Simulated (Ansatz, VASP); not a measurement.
# One calculation of Tc, two programs

The input INCAR:

```
PREC = Accurate
ENCUT = 520
EDIFF = 1E-6
ISMEAR = 1
SIGMA = 0.01
LREAL = False
LASPH = True
NELM = 150
ALGO = Normal
ISIF = 2
LWAVE = False
LCHARG = False
MAGMOM = 0 0 0
LORBIT = 11
LSORBIT = True
GGA_COMPAT = False
LORBMOM = True
LMAXMIX = 4
LDAU = True
LDAUTYPE = 2
LDAUL = 2
LDAUU = 2
LDAUJ = 0
LDAUPRINT = 1
GGA = RP
NBANDS = 24
```

File KPOINTS:

```
Automatic mesh
0
Gamma
  12 12 12
```

Contents of POSCAR:

```
Tc
1.0
    0.0000000000      1.9500000000      1.9500000000
    1.9500000000      0.0000000000      1.9500000000
    1.9500000000      1.9500000000      0.0000000000
Tc
1
Direct
    0.0000000000      0.0000000000      0.0000000000
```

File input.yaml:

```yaml
crystal:
  lattice:
    - [0.0, 1.95, 1.95]
    - [1.95, 0.0, 1.95]
    - [1.95, 1.95, 0.0]
  atoms:
    - { symbol: Tc, position: [0.0, 0.0, 0.0] }
hamiltonian:
  xc: rpbe
  pseudopotentials: { kind: nc_fr }
  hubbard: { sites: [{ species: Tc, l: d, u_eff: 2.0 }], double_counting: fll }
magnetization:
  noncollinear: true
  spin_orbit: true
kpoints:
  mp_grid: { grid: [12, 12, 12] }
  band_path:
    path:
      - [[0.0, 0.0, 0.0], [0.5, 0.0, 0.5], [0.5, 0.25, 0.75], [0.375, 0.375, 0.75], [0.0, 0.0, 0.0], [0.5, 0.5, 0.5], [0.625, 0.25, 0.625], [0.5, 0.25, 0.75], [0.5, 0.5, 0.5], [0.375, 0.375, 0.75]]
      - [[0.625, 0.25, 0.625], [0.5, 0.0, 0.5]]
    npoints: 14
scf:
  occupations: { method: methfessel_paxton, width: 0.01 }
  n_extra_bands: 6
  initial_density: { chi_scale: 0.0 }
output:
  forces: true
  stress: true
  eigenvalues: true
  fatbands: false
```

Alike in both runs: functional RPBE; k mesh 12 × 12 × 12; occupations methfessel-paxton of order 1, width 0.01 eV; non-collinear spin, spin-orbit coupling; Hubbard terms Tc d U = 2.0 eV.

|  | VASP | Ansatz |
| --- | --- | --- |
| version | VASP 6.6.1 | Ansatz 0.2.0 |
| potentials or method | VASP PAW PBE potentials, release 64 (Tc_pv) | PseudoDojo standard (PBE files) |
| plane-wave cutoff (eV) | 520 | 1143 |
| valence electrons in the cell | 13 | 15 |
| task | single point | band structure |

```csv
,VASP,Ansatz,Ansatz less VASP
pressure (GPa),-3.0,-2.8,+0.21
```

VASP's potentials were made for PBE, not for RPBE. The programs project onto different local orbitals, so the same U acts differently, and such runs can settle in different states. VASP's potentials hold 13 valence electrons a cell and Ansatz's 15, so a difference there can come from the potentials and not from the codes.

Noted on Ansatz's run: the potentials were made for another functional, which shifts forces and pressure.
